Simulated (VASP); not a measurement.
Wanted: the native input for a VASP 6.6.1 run.

```
Task                   : single point
Functional             : LDA
Potentials or basis    : VASP PAW LDA potentials, release 64 (Zn)
Cutoff                 : 520 eV
k mesh                 : 15 × 15 × 15
Occupations            : fermi-dirac, width 0.1 eV
Spin                   : no spin polarisation
Dipole correction      : no
Further INCAR settings : ALGO = Normal; EDIFF = 1e-07; NBANDS = 12
```

The structure of Zn lies in POSCAR:

```
Zn
1.0
    2.4543290864      0.0000000000      0.0000000000
    0.0000000000      2.4543290864      0.0000000000
    0.0000000000      0.0000000000      2.4543290864
Zn
1
Direct
    0.0000000000      0.0000000000      0.0000000000
```

This cell differs from its parent crystal: volume scaled by 0.92.

These files were run (other wordings do the same):

INCAR

```
SYSTEM = Zn
PREC = Accurate
ENCUT = 520
EDIFF = 1E-7
ISMEAR = -1
SIGMA = 0.1
LREAL = .FALSE.
LASPH = .TRUE.
NELM = 80
ALGO = Normal
ISIF = 2
LWAVE = .FALSE.
LCHARG = .FALSE.
NBANDS = 12
```

KPOINTS

```
Automatic mesh
0
G
  15 15 15
  0 0 0
```

Potentials or basis: VASP PAW LDA potentials, release 64 (Zn).

Launch:

```console
$ cat potpaw_LDA.64/Zn/POTCAR > POTCAR
$ mpirun -np 1 vasp_std > vasp.out
```

It gave:

```yaml
Pressure: 7.9 GPa
Band_gap_on_the_k_mesh: zero (band 6 reaches 8.42 eV, above the bottom of band 7 at 0.69 eV)
```

Run time: 7.7 s on 1 thread of Intel(R) Xeon(R) Platinum 8559C (Emerald Rapids), on a shared host, peak memory 0.12 GiB.
